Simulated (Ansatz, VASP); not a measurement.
# Two plane-wave programs on VN2

```
V N
1.0
    -2.34731    2.34731    2.71904
     2.34731   -2.34731    2.71904
     2.34731    2.34731   -2.71904
V N
2 4
Direct
  0.25000 0.25000 0.00000
  0.75000 0.75000 0.00000
  0.11510 0.61510 0.73020
  0.61510 0.88490 0.50000
  0.88490 0.38490 0.26980
  0.38490 0.11510 0.50000
```

Alike in both runs: task single point; functional PBE; k mesh 12 × 12 × 12; occupations gaussian, width 0.1 eV; collinear spin.

```csv
,VASP,Ansatz
version,VASP 6.6.1,Ansatz 0.2.0
potentials or method,"VASP PAW PBE potentials, release 64 (V_sv, N), cutoff 520 eV","scalar-relativistic, plane waves, PAW"
valence electrons in the cell,46,46
```

```csv
,VASP,Ansatz,Ansatz less VASP
gap on the k mesh at the Fermi level (eV),none,none,-
rms of the force components (eV/Å),0.757,0.769,+0.0121
net moment per atom (μB),0.09,0.09,-0.002
size of the moment on the site where the two differ most (μB),0.33,0.30,-0.036
```

Site moments also hang on the region over which each program counts them. Atom by atom the forces differ by 0.012 eV/Å (rms over components). A gap of «none» marks a metal or a gap that the smearing closes. With one functional, cell and mesh, what is left measures potentials, basis and numerics. Ansatz's warnings: seeded moment not kept.
